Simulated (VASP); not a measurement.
MgO:

```
Mg O
1.0
     1.54301   -4.06536    0.00000
     1.54301    4.06536    0.00000
     0.00000    0.00000    3.07290
Mg O
2 2
Direct
  0.35440 0.64560 0.75000
  0.64560 0.35440 0.25000
  0.07760 0.92240 0.75000
  0.92240 0.07760 0.25000
```

| Property | Result |
| --- | --- |
| Program | VASP 6.6.1 |
| Task | relaxation of cell and atoms |
| Functional | PBE |
| Potentials or basis | VASP PAW PBE potentials, release 64 (Mg, O) |
| Cutoff | 600 eV |
| k mesh | 6 × 6 × 6 |
| Occupations | gaussian, width 0.1 eV |
| Spin | no spin polarisation |

At the start: pressure 17.2 GPa; volume 9.64 Å³/atom.

Task: How do energy, volume and symmetry change on relaxing?

Result: Over 20 steps the energy falls by 1227.9 meV/atom and the volume is 10.85 Å³/atom (+12.5 %); space group Cmcm (No. 63, to 0.05 Å).

Step by step:
```csv
step,energy change (eV),largest force (eV/Å),pressure (GPa),volume (Å³)
1,0.0000,8.6628,17.24,38.55
2,-3.8705,0.2399,-12.78,44.06
3,-3.9512,1.0474,-11.90,43.25
4,-4.4665,0.1565,1.02,39.00
5,-4.4873,0.4364,4.52,38.21
6,-4.6751,0.5786,4.70,38.64
7,-4.7032,0.8488,6.77,38.89
8,-4.8213,0.4895,-0.96,42.09
9,-4.8224,0.4579,-1.58,42.40
10,-4.8667,0.3171,0.79,41.97
11,-4.8712,0.2582,1.98,41.78
12,-4.8978,0.0800,1.02,42.27
13,-4.8998,0.0375,0.70,42.47
14,-4.9062,0.0288,0.05,42.81
15,-4.9068,0.0539,-0.20,42.95
16,-4.9095,0.0545,0.33,43.00
17,-4.9096,0.0543,0.48,43.01
18,-4.9107,0.0483,-0.06,43.27
19,-4.9109,0.0465,-0.22,43.36
20,-4.9116,0.0163,-0.03,43.39
```

Final structure:
```
Mg O
1.0
     1.43613   -5.15127    0.00000
     1.43613    5.15127    0.00000
     0.00000    0.00000    2.93260
Mg O
2 2
Direct
  0.35268 0.64732 0.75000
  0.64732 0.35268 0.25000
  0.14298 0.85702 0.75000
  0.85702 0.14298 0.25000
```
